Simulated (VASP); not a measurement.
Write the native input for VASP 6.6.1 that does the following.

| Quantity | Value |
| --- | --- |
| Task | single point |
| Functional | PBE |
| Potentials or basis | VASP PAW PBE potentials, release 64 (Eu, Sb) |
| Cutoff | 520 eV |
| k mesh | 8 × 8 × 8 |
| Occupations | gaussian, width 0.05 eV |
| Spin | collinear spin, ferromagnetic start |
| Starting moments | [7.73, 0.52] μB |
| Hubbard terms | Eu f U = 6.0 eV |
| Dipole correction | no |
| Further INCAR settings | ALGO = Normal; EDIFF = 1e-06; NBANDS = 22 |

The structure of EuSb lies in POSCAR:

```
EuSb
1.0
    0.0000000000      3.8526677962      3.8526677962
    3.8526677962      0.0000000000      3.8526677962
    3.8526677962      3.8526677962      0.0000000000
Eu Sb
1 1
Direct
    0.0000000000      0.0000000000      0.0000000000
    0.2500000000      0.2500000000      0.2500000000
```

One way to write it, as run:

INCAR

```
SYSTEM = EuSb
PREC     = Accurate       ! precision mode
ENCUT    = 520            ! plane-wave cutoff, eV
EDIFF    = 1E-6           ! SCF threshold, eV
ISMEAR   = 0              ! smearing method
SIGMA    = 0.05           ! smearing width, eV
LREAL    = .False.        ! projectors in reciprocal space
LASPH    = .True.         ! aspherical terms in the spheres
NELM     = 150            ! most SCF steps
ALGO     = Normal         ! electronic algorithm
ISIF     = 2              ! what is computed and relaxed
LWAVE    = .False.        ! write WAVECAR
LCHARG   = .False.        ! write CHGCAR
ISPIN    = 2              ! spin polarisation
MAGMOM   = 7.73 0.52      ! initial moments
LORBIT   = 11             ! projections on sites
LMAXMIX  = 6              ! l up to which the mixer works
LDAU     = .True.         ! DFT+U
LDAUTYPE = 2            
LDAUL    = 3 -1           ! shell
LDAUU    = 6 0            ! U, eV
LDAUJ    = 0 0          
LDAUPRINT= 1            
GGA      = PE             ! functional
NBANDS   = 22             ! bands
```

KPOINTS

```
regular mesh
0
Gamma
  8 8 8
  0 0 0
```

Potentials or basis: VASP PAW PBE potentials, release 64 (Eu, Sb).

Run with:

```sh
$ cat potpaw_PBE.64/Eu/POTCAR potpaw_PBE.64/Sb/POTCAR > POTCAR
$ mpirun -np 1 vasp_std > vasp.out
```

It gave:

```yaml
Pressure: -1.3 GPa
Band_gap_on_the_k_mesh: zero (filled and empty bands overlap)
Net_moment: 8.00 μB per cell
Site_moments: Eu +6.81; Sb +0.29 μB
Valence_electrons_inside_the_program's_atomic_spheres: Eu 14.85; Sb 2.44
```

Caveat: spin-orbit coupling is left out, which moves the levels of the heavy elements; a cell with one magnetic atom can't hold antiferromagnetic order, which such compounds often take.

It took 2.8 min on 1 thread of Intel(R) Xeon(R) 6975P-C (Granite Rapids) (shared host), peak memory 0.39 GiB.
